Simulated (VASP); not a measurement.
# ZnGeO2 (R-3m) in VASP: a series of runs

ZnGeO2 is run at these levels: PBE; tasks: single point, relaxation of cell and atoms.

All numbers are computed with VASP 6.6.1; they aren't measurements. Logs are shortened: lines on timing, memory, paths and dates and some standing lists are left out, and cuts for length are marked.

## Step 1: The cell of the first run

Symmetry: R-3m, No. 166, trigonal system. Conventional cell: a = 5.524 Å, b = 5.524 Å, c = 6.353 Å, α = 90.00°, β = 90.00°, γ = 120.00°. Zn (site symmetry -3m) has 2 O at 1.60 Å within 2.1 Å. Within 2.1 Å of Ge (site symmetry -3m) lie 2 O at 1.58 Å. Within 2.1 Å of O (site symmetry 3m) lie 1 Ge at 1.58 Å and 1 Zn at 1.60 Å.

The cell was generated, and may not be a known phase.

## Step 2: Single point, PBE

Contents of INCAR:

```
PREC     = Accurate       # precision mode
ENCUT    = 520            # plane-wave cutoff, eV
EDIFF    = 1E-6           # SCF threshold, eV
ISMEAR   = 0              # smearing method
SIGMA    = 0.1            # smearing width, eV
LREAL    = False          # projectors in reciprocal space
LASPH    = True           # aspherical terms in the spheres
NELM     = 100            # most SCF steps
ALGO     = Normal         # electronic algorithm
ISIF     = 2              # what is computed and relaxed
LWAVE    = False          # write WAVECAR
LCHARG   = False          # write CHGCAR
GGA      = PE             # functional
NBANDS   = 27             # bands
```

Contents of KPOINTS:

```
regular mesh
0
Gamma
  6 6 6
```

Contents of POSCAR:

```
ZnGeO2
1.0
    2.7620051500      1.5946444200      2.1178189100
   -2.7620051500      1.5946444200      2.1178189100
    0.0000000000     -3.1892888400      2.1178189100
Zn Ge O
1 1 2
Direct
    0.0000000000      0.0000000000      0.0000000000
    0.5000000000      0.5000000000      0.5000000000
    0.7482499000      0.7482499000      0.7482499000
    0.2517501000      0.2517501000      0.2517501000
```

Potentials or basis: VASP PAW PBE potentials, release 64 (Zn, Ge_d, O).

On the command line:

```sh
$ cat potpaw_PBE.64/Zn/POTCAR potpaw_PBE.64/Ge_d/POTCAR potpaw_PBE.64/O/POTCAR > POTCAR
$ mpirun -np 1 vasp_std > vasp.out
```

OUTCAR:

```text
PREC = Accurate
   ENCUT = 520
   EDIFF = 1E-6
   ISMEAR = 0
   LREAL = False
   LASPH = True
   NELM = 100
   ISIF = 2
   GGA = PE

 ion  position               nearest neighbor table
   1  0.000  0.000  0.000-   3 1.60   4 1.60
   2  0.500  0.500  0.500-   3 1.58   4 1.58
   3  0.748  0.748  0.748-   2 1.58   1 1.60
   4  0.252  0.252  0.252-   2 1.58   1 1.60

  LATTYP: Found a trigonal (rhomboedric) cell.
 ALAT       =     3.8284096189
 COS(alpha) =    -0.0409794741

  Lattice vectors:

 A1 = (   2.7620051500,   1.5946444200,   2.1178189100)
 A2 = (  -2.7620051500,   1.5946444200,   2.1178189100)
 A3 = (   0.0000000000,  -3.1892888400,   2.1178189100)

Analysis of symmetry for initial positions (statically):
=====================================================================
 Subroutine PRICEL returns:
 Original cell was already a primitive cell.

 Routine SETGRP: Setting up the symmetry group for a
 trigonal (rhombohedral) supercell.

 Subroutine GETGRP returns: Found 12 space group operations
 (whereof 12 operations were pure point group operations)
 out of a pool of 12 trial point group operations.

The static configuration has the point symmetry D_3d.

Analysis of symmetry for dynamics (positions and initial velocities):
=====================================================================
 Subroutine PRICEL returns:
 Original cell was already a primitive cell.

 Routine SETGRP: Setting up the symmetry group for a
 trigonal (rhombohedral) supercell.

 Subroutine GETGRP returns: Found 12 space group operations
 (whereof 12 operations were pure point group operations)
 out of a pool of 12 trial point group operations.

The dynamic configuration has the point symmetry D_3d.

 Subroutine INISYM returns: Found 12 space group operations
 (whereof 12 operations are pure point group operations),
 and found     1 'primitive' translations

----------------------------------------------------------------------------------------

                                     Primitive cell

  volume of cell :      55.9665

  direct lattice vectors                    reciprocal lattice vectors
     2.762005150  1.594644420  2.117818910     0.181027903  0.104516508  0.157394635
    -2.762005150  1.594644420  2.117818910    -0.181027903  0.104516508  0.157394635
     0.000000000 -3.189288840  2.117818910     0.000000000 -0.209033016  0.157394635

  length of vectors
     3.828409619  3.828409619  3.828409623     0.261663664  0.261663664  0.261663664

  position of ions in fractional coordinates (direct lattice)
     0.000000000  0.000000000  0.000000000
     0.500000000  0.500000000  0.500000000
     0.748249900  0.748249900  0.748249900
     0.251750100  0.251750100  0.251750100

  ion indices of the primitive-cell ions
   primitive index   ion index
                 1           1
                 2           2
                 3           3
                 4           4

----------------------------------------------------------------------------------------

 KPOINTS: regular mesh

Automatic generation of k-mesh.
 Grid dimensions read from file:
 generate k-points for:    6    6    6

 Generating k-lattice:

  Cartesian coordinates                     Fractional coordinates (reciprocal lattice)
     0.030171317  0.017419418  0.026232439     0.166666667  0.000000000 -0.000000000
    -0.030171317  0.017419418  0.026232439     0.000000000  0.166666667 -0.000000000
     0.000000000 -0.034838836  0.026232439    -0.000000000 -0.000000000  0.166666667

  Length of vectors
     0.043610611  0.043610611  0.043610611

  Shift w.r.t. Gamma in fractional coordinates (k-lattice)
     0.000000000  0.000000000  0.000000000

 Subroutine IBZKPT returns following result:
 ===========================================

 Found     32 irreducible k-points:

 Following reciprocal coordinates:
            Coordinates               Weight
  0.000000  0.000000  0.000000      1.000000
  0.166667  0.000000 -0.000000      6.000000
  0.333333  0.000000 -0.000000      6.000000
  0.500000  0.000000  0.000000      3.000000
  0.166667  0.166667 -0.000000      6.000000
  0.333333  0.166667  0.000000     12.000000
[... 16 lines left out ...]
  0.500000  0.500000  0.166667      6.000000
 -0.333333  0.500000  0.166667     12.000000
 [... further k-points ...]
   k-points           NKPTS =     32   k-points in BZ     NKDIM =     32   number of bands    NBANDS=     27
   number of dos      NEDOS =    301   number of ions     NIONS =      4
   total plane-waves  NPLWV =  21952
   dimension x,y,z NGX =    28 NGY =   28 NGZ =   28
   dimension x,y,z NGXF=    56 NGYF=   56 NGZF=   56
   ions per type =               1   1   2
   NGX,Y,Z   is equivalent  to a cutoff of  12.16, 12.16, 12.16 a.u.
   NGXF,Y,Z  is equivalent  to a cutoff of  24.32, 24.32, 24.32 a.u.
 SYSTEM =  unknown system
   PREC   = accura    normal or accurate (medium, high low for compatibility)
   ISTART =      0    job   : 0-new  1-cont  2-samecut
   ICHARG =      2    charge: 1-file 2-atom 10-const
   ISPIN  =      1    spin polarized calculation?
   LNONCOLLINEAR =      F non collinear calculations
   LSORBIT =      F    spin-orbit coupling
   LASPH  =      T    aspherical Exc in radial PAW
   ENCUT  =  520.0 eV  38.22 Ry    6.18 a.u.   7.12  7.12  7.12*2*pi/ulx,y,z
   NELM   =    100;   NELMIN=  2; NELMDL= -5     # of ELM steps
   EDIFF  = 0.1E-05   stopping-criterion for ELM
   LREAL  =      F    real-space projection
   EDIFFG = 0.1E-04   stopping-criterion for IOM
   NSW    =      0    number of steps for IOM
   IBRION =     -1    ionic relax: 0-MD 1-quasi-New 2-CG
   NFREE  =      0    steps in history (QN), initial steepest desc. (CG)
   ISIF   =      2    stress and relaxation
   ISYM   =      2    0-nonsym 1-usesym 2-fastsym
   POTIM  = 0.5000    time-step for ionic-motion
   TEBEG  =    0.0;   TEEND  =   0.0 temperature during run
   PSTRESS=    0.0 pullay stress
   NELECT =      38.0000    total number of electrons
   NUPDOWN=      -1.0000    fix difference up-down
   EMIN   =  10.00;   EMAX   =-10.00  energy-range for DOS
   EFERMI =   0.00;   METHOD = LEGACY
   ISMEAR =     0;   SIGMA  =   0.10  broadening in eV -4-tet -1-fermi 0-gaus
   EFERMI_NEDOS =   21; number of points for ismear=-14 and -15
   IALGO  =     38    algorithm
   IMIX   =      4    mixing-type and parameters
     AMIX     =   0.40;   BMIX     =  1.00
     AMIX_MAG =   1.60;   BMIX_MAG =  1.00
  volume/ion in A,a.u.               =      13.99        94.42
  Fermi-wavevector in a.u.,A,eV,Ry     =   1.438887  2.719101 28.169428  2.070395
  Thomas-Fermi vector in A             =   2.557803
   LORBIT       =      0    0 simple, 1 ext, 2 COOP (PROOUT), +10 PAW based schemes
   GGA     = PE    functional components
   LHFCALC =     F    Hartree Fock is set to
   AEXX    =    0.0000 exact exchange contribution
   IVDW    =     0    specifies the selected vdW correction
   LEPSILON=     F    determine dielectric tensor
   LRPA    =     F    only Hartree local field effects (RPA)
 non-spin polarized calculation
 Gauss-broadening in eV      SIGMA  =   0.10
  energy-cutoff  :      520.00
  volume of cell :       55.97
 maximum number of plane-waves:      1520
   NGX = 15   NGY = 15   NGZ = 15

 number of electron      37.9999984 magnetization

 Free energy of the ion-electron system (eV)
  ---------------------------------------------------
  ext. energy  EPLUGINS =         0.00000000
  ---------------------------------------------------
  free energy    TOTEN  =       -13.77606777 eV

  energy without entropy =      -13.76514182  energy(sigma->0) =      -13.77060479

 E-fermi :   4.9204     XC(G=0): -10.3511

 val. band max:        4.9086853674   @ k =   0.5000   0.3333   0.3333
 cond. band min:       4.9531897663   @ k =  -0.3333   0.3333   0.0000
 fundamental gap:      0.0445043989
 Fermi energy:         4.9204471825

 k-point     1 :       0.0000    0.0000    0.0000
  band No.  band energies     occupation
      1     -22.0373      2.00000
      2     -20.9061      2.00000
      3     -20.9061      2.00000
      4     -20.8392      2.00000
      5     -20.8392      2.00000
      6     -16.9311      2.00000
[... 19 lines left out ...]
     26      13.7738      0.00000
     27      16.6989      0.00000

 k-point     2 :       0.1667    0.0000   -0.0000
  band No.  band energies     occupation
      1     -22.0294      2.00000
      2     -20.9064      2.00000
      3     -20.9054      2.00000
      4     -20.8392      2.00000
      5     -20.8378      2.00000
      6     -17.0935      2.00000
[... 19 lines left out ...]
     26      13.7250      0.00000
     27      15.6081      0.00000

 k-point     3 :       0.3333    0.0000   -0.0000
  band No.  band energies     occupation
      1     -22.0135      2.00000
      2     -20.9071      2.00000
      3     -20.9040      2.00000
      4     -20.8394      2.00000
      5     -20.8348      2.00000
      6     -17.2660      2.00000
[... 19 lines left out ...]
     26      14.1609      0.00000
     27      14.5645      0.00000

 k-point     4 :       0.5000    0.0000    0.0000
  band No.  band energies     occupation
      1     -22.0056      2.00000
      2     -20.9074      2.00000
      3     -20.9034      2.00000
      4     -20.8395      2.00000
      5     -20.8332      2.00000
      6     -17.3293      2.00000
[... 19 lines left out ...]
     26      14.2091      0.00000
     27      15.5272      0.00000

 k-point     5 :       0.1667    0.1667   -0.0000
  band No.  band energies     occupation
      1     -22.0144      2.00000
      2     -20.9063      2.00000
      3     -20.9052      2.00000
      4     -20.8385      2.00000
      5     -20.8371      2.00000
      6     -17.2928      2.00000
[... 19 lines left out ...]
     26      14.4837      0.00000
     27      15.8319      0.00000

 k-point     6 :       0.3333    0.1667    0.0000
  band No.  band energies     occupation
      1     -22.0056      2.00000
      2     -20.9068      2.00000
      3     -20.9040      2.00000
      4     -20.8384      2.00000
      5     -20.8343      2.00000
      6     -17.3412      2.00000
[... 444 lines left out ...]
      1     -22.0259      2.00000
      2     -20.9061      2.00000
      3     -20.9042      2.00000
      4     -20.8364      2.00000
      5     -20.8326      2.00000
      6     -17.0118      2.00000
[... 19 lines left out ...]
     26      14.9078      0.00000
     27      16.8162      0.00000

 k-point    22 :      -0.1667    0.3333    0.1667
  band No.  band energies     occupation
      1     -22.0141      2.00000
      2     -20.9064      2.00000
      3     -20.9042      2.00000
      4     -20.8374      2.00000
      5     -20.8343      2.00000
      6     -17.2450      2.00000
[... 19 lines left out ...]
     26      14.1100      0.00000
     27      16.2489      0.00000

 k-point    23 :       0.5000    0.5000    0.1667
  band No.  band energies     occupation
      1     -22.0249      2.00000
      2     -20.9065      2.00000
      3     -20.9035      2.00000
      4     -20.8358      2.00000
      5     -20.8301      2.00000
      6     -17.0058      2.00000
[... 19 lines left out ...]
     26      15.7291      0.00000
     27      16.1220      0.00000

 k-point    24 :      -0.3333    0.5000    0.1667
  band No.  band energies     occupation
      1     -22.0139      2.00000
      2     -20.9065      2.00000
      3     -20.9037      2.00000
      4     -20.8361      2.00000
      5     -20.8313      2.00000
      6     -17.2174      2.00000
[... 19 lines left out ...]
     26      14.6935      0.00000
     27      16.7870      0.00000

 [... further k-points ...]

------------------------ aborting loop because EDIFF is reached ----------------------------------------

  FORCE on cell =-STRESS in cart. coord.  units (eV):
  Direction    XX          YY          ZZ          XY          YZ          ZX
  --------------------------------------------------------------------------------------
  -------------------------------------------------------------------------------------
  Total        3.0436419      3.0436419     54.6213607      0.0000000      0.0000000      0.0000000
  in kB       87.1316059     87.1316062   1563.6684871      0.0000000      0.0000000      0.0000000
  external PRESSURE =     579.3105664 kB  Pullay stress =       0.0000000 kB

 VOLUME and BASIS-vectors are now :
 -----------------------------------------------------------------------------
  energy-cutoff  :      520.00
  volume of cell :       55.97
      direct lattice vectors                 reciprocal lattice vectors
     2.762005150  1.594644420  2.117818910     0.181027903  0.104516508  0.157394635
    -2.762005150  1.594644420  2.117818910    -0.181027903  0.104516508  0.157394635
     0.000000000 -3.189288840  2.117818910     0.000000000 -0.209033016  0.157394635

 POSITION                                       TOTAL-FORCE (eV/Angst)
 -----------------------------------------------------------------------------------
      0.00000      0.00000      0.00000         0.000000      0.000000     -0.000000
      0.00000      0.00000      3.17673         0.000000      0.000000      0.000000
      0.00000      0.00000      4.75397         0.000000     -0.000000      2.364469
      0.00000      0.00000      1.59948         0.000000      0.000000     -2.364469
 -----------------------------------------------------------------------------------
    total drift:                               -0.000000     -0.000000      0.000000

  FREE ENERGIE OF THE ION-ELECTRON SYSTEM (eV)
  ---------------------------------------------------
  free  energy   TOTEN  =       -13.7760677717 eV

  energy  without entropy=      -13.7651418179  energy(sigma->0) =      -13.77060479
```

Run time: 19 s. Hardware: 1 thread of Intel Xeon 6975P-C (Granite Rapids), shared host; peak memory 0.18 GiB.

What came out:

```
Free energy            : -13.7761 eV
Pressure               : 57.9 GPa
Largest force          : 2.364 eV/Å
Band gap on the k mesh : zero (bands 19 and 20 overlap by 1.11 eV)
```

Forces on the atoms (eV/Å):
```
Zn   0.000  0.000  0.000
Ge   0.000  0.000  0.000
O    0.000  0.000  2.364
O    0.000  0.000 -2.364
```

Caveat: the stress differs along the axes, from 9 to 156 GPa; forces of over 1 eV/Å act on the atoms, so gaps and moduli don't describe the material at rest.

## Step 3: Relaxation of cell and atoms, PBE

This run uses another cell than the first one, of 13.32 Å³/atom.

Contents of INCAR:

```
SYSTEM = ZnGeO2
PREC = Accurate
ENCUT = 600
EDIFF = 1E-6
ISMEAR = 0
SIGMA = 0.02
LREAL = .FALSE.
LASPH = .TRUE.
NELM = 100
ALGO = Normal
ISIF = 3
LWAVE = .FALSE.
LCHARG = .FALSE.
GGA = PE
IBRION = 2
NSW = 100
EDIFFG = -0.01
```

Contents of KPOINTS:

```
regular mesh
0
G
  6 6 6
  0 0 0
```

Contents of POSCAR:

```
ZnGeO2
1.0
    2.4240311218      1.3995150207      2.6177701973
   -2.4240311218      1.3995150207      2.6177701973
    0.0000000000     -2.7990300414      2.6177701973
Zn Ge O
1 1 2
Direct
    0.0000000000      0.0000000000      0.0000000000
    0.5000000000      0.5000000000      0.5000000000
    0.7678882321      0.7678882321      0.7678882321
    0.2321117679      0.2321117679      0.2321117679
```

Potentials or basis: VASP PAW PBE potentials, release 64 (Zn, Ge_d, O).

On the command line:

```sh
$ cat potpaw_PBE.64/Zn/POTCAR potpaw_PBE.64/Ge_d/POTCAR potpaw_PBE.64/O/POTCAR > POTCAR
$ mpirun -np 1 vasp_std > vasp.out
```

Wall time 2 min (1 thread of Intel Xeon 6975P-C (Granite Rapids), shared host); peak memory 0.21 GiB.

The run converged. Its results:

```
Free energy                           : -17.9478 eV
Relaxed volume                        : 13.16 Å³/atom
Relaxed cell                          : a = 3.826 Å, b = 3.826 Å, c = 3.826 Å, α = 77.72°, β = 77.72°, γ = 77.72°
Space group after relaxing (to 0.1 Å) : R-3m (No. 166)
Energy gained by relaxing             : 0.6 meV/atom
Ionic steps                           : 16
Pressure after relaxing               : 0.0 GPa
Band gap on the k mesh                : 1.55 eV (least direct gap 2.07 eV)
```

Forces on the atoms (eV/Å):
```
Zn   0.000  0.000  0.000
Ge   0.000  0.000  0.000
O    0.000  0.000  0.003
O    0.000  0.000 -0.003
```

The path:
```
step  energy change (eV)  largest force (eV/Å)  pressure (GPa)  volume (Å³)
   1              0.0000                0.1319            0.57        53.28
   2              0.0002                0.0799           -1.16        53.65
   3             -0.0014                0.0273           -0.29        53.46
   4             -0.0017                0.0008           -0.21        53.32
   5             -0.0018                0.0478           -0.01        53.07
   6             -0.0018                0.0391           -0.12        53.12
   7             -0.0018                0.0431            0.09        53.09
   8             -0.0018                0.0405           -0.04        53.11
   9             -0.0020                0.0339            0.03        52.97
  10             -0.0023                0.0121            0.26        52.60
  11             -0.0024                0.0183           -0.11        52.63
  12             -0.0024                0.0165            0.03        52.62
  13             -0.0024                0.0164           -0.03        52.62
  14             -0.0024                0.0163            0.01        52.62
  15             -0.0024                0.0162            0.01        52.62
  16             -0.0024                0.0028           -0.02        52.63
```

Final structure:
```xyz
4
Lattice="2.4002 1.3858 2.6371 -2.4002 1.3858 2.6371 0.0000 -2.7715 2.6371" Properties=species:S:1:pos:R:3 pbc="T T T"
Zn    0.0000    0.0000    0.0000
Ge    0.0000    0.0000    3.9557
O     0.0000    0.0000    6.0740
O     0.0000    0.0000    1.8374
```

Levels at points of the mesh, in eV from the valence-band top:
| k point | band 16 | band 17 | band 18 | band 19 | band 20 | band 21 | band 22 | band 23 |
| --- | --- | --- | --- | --- | --- | --- | --- | --- |
| (0.00, 0.00, 0.00) | -1.97 | -1.97 | -0.92 | -0.92 | 1.68 | 1.68 | 5.97 | 6.95 |
| (0.50, 0.00, 0.00) | -1.76 | -1.50 | -1.47 | 0.00 | 2.60 | 3.36 | 5.68 | 6.04 |
| (0.50, 0.50, 0.00) | -1.52 | -1.06 | -1.04 | -0.52 | 1.55 | 4.49 | 5.21 | 6.55 |
| (0.50, 0.50, 0.50) | -2.82 | -2.42 | -2.42 | -0.09 | 4.42 | 4.42 | 5.64 | 7.44 |

A k mesh can miss the band edges.

[end of part 1 of 2]

The gap in the log of VASP goes by the Fermi energy; the results here count the filled bands.